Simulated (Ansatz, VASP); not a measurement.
I in VASP and in Ansatz

File INCAR:

```
ALGO = Normal ; EDIFF = 1E-7
ENCUT = 520 ; GGA = PE
ISIF = 2 ; ISMEAR = 0
LASPH = T ; LCHARG = F
LREAL = F ; LWAVE = F
NBANDS = 10 ; NELM = 100
PREC = Accurate ; SIGMA = 0.011
```

KPOINTS

```
k-points
0
Gamma
  9 9 9
```

POSCAR

```
I
1.0
    0.0000000000      2.3656004428      3.9098401324
    2.1922454667      0.0000000000      3.9098401324
    2.1922454667      2.3656004428      0.0000000000
I
1
Direct
    0.0000000000      0.0000000000      0.0000000000
```

input.yaml

```yaml
crystal:
  lattice:
    - [0.0, 2.3656004428, 3.9098401324]
    - [2.1922454667, 0.0, 3.9098401324]
    - [2.1922454667, 2.3656004428, 0.0]
  atoms:
    - { symbol: I, position: [0.0, 0.0, 0.0] }
hamiltonian:
  xc: pbe
  pseudopotentials: { kind: paw }
kpoints:
  mp_grid: { grid: [9, 9, 9] }
scf:
  occupations: { method: gaussian, width: 0.011 }
output:
  forces: true
  stress: true
  eigenvalues: true
```

Alike in both runs: task single point; functional PBE; k mesh 9 × 9 × 9; occupations gaussian, width 0.011 eV; no spin polarisation.

|  | VASP | Ansatz |
| --- | --- | --- |
| version | VASP 6.6.1 | Ansatz 0.2.0 |
| potentials or method | VASP PAW PBE potentials, release 64 (I) | Ansatz PAW |
| plane-wave cutoff (eV) | 520 | 420 |
| valence electrons in the cell | 7 | 17 |

Ansatz gave:

- gap on the k mesh at the Fermi level (eV): none
- pressure (GPa): 0.4
- traceless stress, the component that is largest in VASP (GPa): 0.31

Question: Which values does VASP return?

Answer: gap on the k mesh at the Fermi level (eV): none; pressure (GPa): 0.4; traceless stress, the component that is largest in VASP (GPa): 0.35.

A gap of «none» marks a metal or a gap that the smearing closes. The functional is the same, so the differences come from potentials, cutoffs and numerics. VASP's potentials hold 7 valence electrons a cell and Ansatz's 17, so a difference there can come from the potentials and not from the codes.

Neither program's run includes spin-orbit coupling.
